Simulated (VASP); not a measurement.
# CaO (Fm-3m) in VASP: further runs

Aim: see how the results for CaO move with the level of theory and the settings. Levels: PBE, r2SCAN, HSE06. Tasks: single point.

Everything below comes from runs of VASP 6.6.1. Logs are shortened: lines on timing, memory, paths and dates and some standing lists are left out, and cuts for length are marked.

## (1) The cell of the first run

The structure is cubic, space group Fm-3m (No. 225). The conventional cell has a = 4.851 Å, b = 4.851 Å, c = 4.851 Å, α = 90.00°, β = 90.00°, γ = 90.00°. Within 3.2 Å of Ca (site symmetry m-3m) lie 6 O at 2.43 Å. O (site symmetry m-3m) has 6 Ca at 2.43 Å within 3.2 Å.

## (2) Single point, PBE (strain +1.2%)

Contents of INCAR:

```
PREC = Accurate
ENCUT = 520
EDIFF = 1E-6
ISMEAR = -1
SIGMA = 0.02
LREAL = F
LASPH = T
NELM = 60
ALGO = Normal
ISIF = 2
LWAVE = F
LCHARG = F
GGA = PE
NBANDS = 15
```

Contents of KPOINTS:

```
regular mesh
0
Gamma
  10 10 10
```

Contents of POSCAR:

```
CaO
1.0
    0.0000000000      2.4255986946      2.4255986946
    2.4255986946      0.0000000000      2.4255986946
    2.4255986946      2.4255986946      0.0000000000
Ca O
1 1
Direct
    0.0000000000      0.0000000000      0.0000000000
    0.5000000000      0.5000000000      0.5000000000
```

Potentials or basis: VASP PAW PBE potentials, release 64 (Ca_sv, O).

The run is started by

```bash
> cat potpaw_PBE.64/Ca_sv/POTCAR potpaw_PBE.64/O/POTCAR > POTCAR
> mpirun -np 1 vasp_std > vasp.out
```

OUTCAR:

```text
PREC = Accurate
   ENCUT = 520
   EDIFF = 1E-6
   ISMEAR = -1
   LREAL = F
   LASPH = T
   NELM = 60
   ISIF = 2
   GGA = PE

 ion  position               nearest neighbor table
   1  0.000  0.000  0.000-   2 2.43   2 2.43   2 2.43   2 2.43   2 2.43   2 2.43
   2  0.500  0.500  0.500-   1 2.43   1 2.43   1 2.43   1 2.43   1 2.43   1 2.43

  LATTYP: Found a face centered cubic cell.
 ALAT       =     4.8511973892

  Lattice vectors:

 A1 = (   0.0000000000,   2.4255986946,   2.4255986946)
 A2 = (   2.4255986946,   0.0000000000,   2.4255986946)
 A3 = (   2.4255986946,   2.4255986946,   0.0000000000)

Analysis of symmetry for initial positions (statically):
=====================================================================
 Subroutine PRICEL returns:
 Original cell was already a primitive cell.

 Routine SETGRP: Setting up the symmetry group for a
 face centered cubic supercell.

 Subroutine GETGRP returns: Found 48 space group operations
 (whereof 48 operations were pure point group operations)
 out of a pool of 48 trial point group operations.

The static configuration has the point symmetry O_h .

Analysis of symmetry for dynamics (positions and initial velocities):
=====================================================================
 Subroutine PRICEL returns:
 Original cell was already a primitive cell.

 Routine SETGRP: Setting up the symmetry group for a
 face centered cubic supercell.

 Subroutine GETGRP returns: Found 48 space group operations
 (whereof 48 operations were pure point group operations)
 out of a pool of 48 trial point group operations.

The dynamic configuration has the point symmetry O_h .

 Subroutine INISYM returns: Found 48 space group operations
 (whereof 48 operations are pure point group operations),
 and found     1 'primitive' translations

----------------------------------------------------------------------------------------

                                     Primitive cell

  volume of cell :      28.5422

  direct lattice vectors                    reciprocal lattice vectors
     0.000000000  2.425598695  2.425598695    -0.206134676  0.206134676  0.206134676
     2.425598695  0.000000000  2.425598695     0.206134676 -0.206134676  0.206134676
     2.425598695  2.425598695  0.000000000     0.206134676  0.206134676 -0.206134676

  length of vectors
     3.430314571  3.430314571  3.430314571     0.357035731  0.357035731  0.357035731

  position of ions in fractional coordinates (direct lattice)
     0.000000000  0.000000000  0.000000000
     0.500000000  0.500000000  0.500000000

[... 75 lines left out ...]
   NELM   =     60;   NELMIN=  2; NELMDL= -5     # of ELM steps
   EDIFF  = 0.1E-05   stopping-criterion for ELM
   LREAL  =      F    real-space projection
[... 7 lines left out ...]
   TEBEG  =    0.0;   TEEND  =   0.0 temperature during run
   PSTRESS=    0.0 pullay stress
   NELECT =      16.0000    total number of electrons
   NUPDOWN=      -1.0000    fix difference up-down
   EMIN   =  10.00;   EMAX   =-10.00  energy-range for DOS
   EFERMI =   0.00;   METHOD = LEGACY
   ISMEAR =    -1;   SIGMA  =   0.02  broadening in eV -4-tet -1-fermi 0-gaus
   EFERMI_NEDOS =   21; number of points for ismear=-14 and -15
   IALGO  =     38    algorithm
   IMIX   =      4    mixing-type and parameters
     AMIX     =   0.40;   BMIX     =  1.00
     AMIX_MAG =   1.60;   BMIX_MAG =  1.00
  volume/ion in A,a.u.               =      14.27        96.31
  Fermi-wavevector in a.u.,A,eV,Ry     =   1.349851  2.550849 24.791150  1.822098
  Thomas-Fermi vector in A             =   2.477404
   LORBIT       =      0    0 simple, 1 ext, 2 COOP (PROOUT), +10 PAW based schemes
   GGA     = PE    functional components
   LHFCALC =     F    Hartree Fock is set to
   AEXX    =    0.0000 exact exchange contribution
   IVDW    =     0    specifies the selected vdW correction
   LEPSILON=     F    determine dielectric tensor
   LRPA    =     F    only Hartree local field effects (RPA)
 non-spin polarized calculation
  energy-cutoff  :      520.00
  volume of cell :       28.54
 maximum number of plane-waves:       785
 NGX is ok and might be reduce to    28
   NGX = 13   NGY = 13   NGZ = 13

 number of electron      16.0000001 magnetization

 Free energy of the ion-electron system (eV)
  ---------------------------------------------------
  ext. energy  EPLUGINS =         0.00000000
  ---------------------------------------------------
  free energy    TOTEN  =       -12.80543890 eV

  energy without entropy =      -12.80543890  energy(sigma->0) =      -12.80543890

 E-fermi :   2.7318     XC(G=0): -10.3405

 val. band max:        2.1948019185   @ k =   0.0000   0.0000   0.0000
 cond. band min:       5.8360508048   @ k =   0.5000   0.5000   0.0000
 fundamental gap:      3.6412488863
 Fermi energy:         2.7317866522

 k-point     1 :       0.0000    0.0000    0.0000
  band No.  band energies     occupation
      1     -35.5580      2.00000
      2     -16.3409      2.00000
      3     -16.3409      2.00000
      4     -16.3409      2.00000
      5     -13.2837      2.00000
      6       2.1948      2.00000
      7       2.1948      2.00000
      8       2.1948      2.00000
      9       6.6854      0.00000
     10       8.3502      0.00000
     11       8.3502      0.00000
     12       8.3502      0.00000
     13       9.8059      0.00000
     14       9.8059      0.00000
[... 401 lines left out ...]
      2     -16.9174      2.00000
      3     -16.5219      2.00000
      4     -16.4977      2.00000
      5     -12.8043      2.00000
      6       0.5413      2.00000
      7       1.6480      2.00000
      8       1.7462      2.00000
      9       6.4852      0.00000
     10       9.6273      0.00000
     11      10.8119      0.00000
     12      10.8842      0.00000
     13      11.0242      0.00000
     14      12.7434      0.00000
     15      17.3932      0.00000

 [... further k-points ...]
[... 5 lines left out ...]
  --------------------------------------------------------------------------------------
  -------------------------------------------------------------------------------------
  Total       -0.1424457     -0.1424457     -0.1424457      0.0000000      0.0000000     -0.0000000
  in kB       -7.9960050     -7.9960050     -7.9960050      0.0000000      0.0000000     -0.0000000
  external PRESSURE =      -7.9960050 kB  Pullay stress =       0.0000000 kB

 VOLUME and BASIS-vectors are now :
 -----------------------------------------------------------------------------
  energy-cutoff  :      520.00
  volume of cell :       28.54
      direct lattice vectors                 reciprocal lattice vectors
     0.000000000  2.425598695  2.425598695    -0.206134676  0.206134676  0.206134676
     2.425598695  0.000000000  2.425598695     0.206134676 -0.206134676  0.206134676
     2.425598695  2.425598695  0.000000000     0.206134676  0.206134676 -0.206134676

 POSITION                                       TOTAL-FORCE (eV/Angst)
 -----------------------------------------------------------------------------------
      0.00000      0.00000      0.00000         0.000000      0.000000      0.000000
      2.42560      2.42560      2.42560         0.000000      0.000000     -0.000000
 -----------------------------------------------------------------------------------
    total drift:                                0.000000      0.000000      0.000000

  FREE ENERGIE OF THE ION-ELECTRON SYSTEM (eV)
  ---------------------------------------------------
  free  energy   TOTEN  =       -12.8054388965 eV

  energy  without entropy=      -12.8054388965  energy(sigma->0) =      -12.80543890
```

stdout:

```text
POSCAR found type information on POSCAR CaO
 POSCAR found :  2 types and       2 ions
 scaLAPACK will be used
 LDA part: xc-table for (Slater+PW92), standard interpolation
 POSCAR, INCAR and KPOINTS ok, starting setup
 FFT: planning ... GRIDC
 FFT: planning ... GRID_SOFT
 FFT: planning ... GRID
 WAVECAR not read
 entering main loop
```

Run time: 13 s. Hardware: 1 thread of Intel Xeon Platinum 8488C (Sapphire Rapids), shared host; peak memory 0.17 GiB.

Results:

```
Free energy            : -12.8054 eV
Pressure               : -0.8 GPa
Band gap on the k mesh : 3.64 eV (least direct gap 4.02 eV)
```

Levels at points of the mesh, in eV from the valence-band top:
| k point | band 4 | band 5 | band 6 | band 7 | band 8 | band 9 | band 10 | band 11 | band 12 | band 13 |
| --- | --- | --- | --- | --- | --- | --- | --- | --- | --- | --- |
| (0.00, 0.00, 0.00) | -18.54 | -15.48 | 0.00 | 0.00 | 0.00 | 4.49 | 6.16 | 6.16 | 6.16 | 7.61 |
| (0.50, 0.00, 0.00) | -18.59 | -14.39 | -2.57 | -1.15 | -1.15 | 6.92 | 8.20 | 8.20 | 8.29 | 10.19 |
| (0.50, 0.50, 0.00) | -18.74 | -15.24 | -1.31 | -0.38 | -0.38 | 3.64 | 7.84 | 8.73 | 9.35 | 9.35 |

Caveat: the cell differs from its parent crystal (strain +1.2%). A k mesh can miss the band edges.

(Part 1 of 2 ends here.)
